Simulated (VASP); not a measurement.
# GaSb: single point with r2SCAN

The system is GaSb.

```
CELL_PARAMETERS angstrom
0.00000 3.05900 3.05900
3.05900 0.00000 3.05900
3.05900 3.05900 0.00000
ATOMIC_POSITIONS crystal
Sb 0.75000 0.75000 0.75000
Ga 0.00000 0.00000 0.00000
```

| Quantity | Value |
| --- | --- |
| Program | VASP 6.6.1 |
| Task | single point |
| Functional | r2SCAN |
| Potentials or basis | VASP PAW PBE potentials, release 64 (Sb, Ga_d) |
| Cutoff | 520 eV |
| k mesh | 4 × 4 × 4 |
| Occupations | fermi-dirac, width 0.05 eV |
| Spin | no spin polarisation |

```json
{"Pressure": "0.7 GPa", "Band gap on the k mesh": "0.45 eV"}
```

Levels at points of the mesh, in eV from the valence-band top:
```csv
k point,band 6,band 7,band 8,band 9,band 10,band 11,band 12,band 13
"(0.00, 0.00, 0.00)",-11.93,0.00,0.00,0.00,0.45,2.97,2.97,2.97
"(0.50, 0.00, 0.00)",-10.20,-6.59,-1.22,-1.22,0.67,4.00,4.00,6.90
"(0.50, 0.50, 0.00)",-9.31,-7.06,-2.70,-2.70,1.11,1.46,9.26,9.26
```

Wall time 57 s on 1 thread of Intel(R) Xeon(R) Platinum 8259CL CPU @ 2.50GHz (Skylake/Cascade Lake), with other jobs on the host, peak memory 0.18 GiB.

Caveat: the k points lie up to 0.44 Å⁻¹ apart; semilocal functionals underestimate gaps, and a narrow one can read as zero; the PAW data sets were made with another functional, which shifts forces and pressure a little; spin-orbit coupling is left out, which moves the levels of the heavy elements. r2SCAN opens gaps a little over a GGA but as a rule still falls short of measured ones.
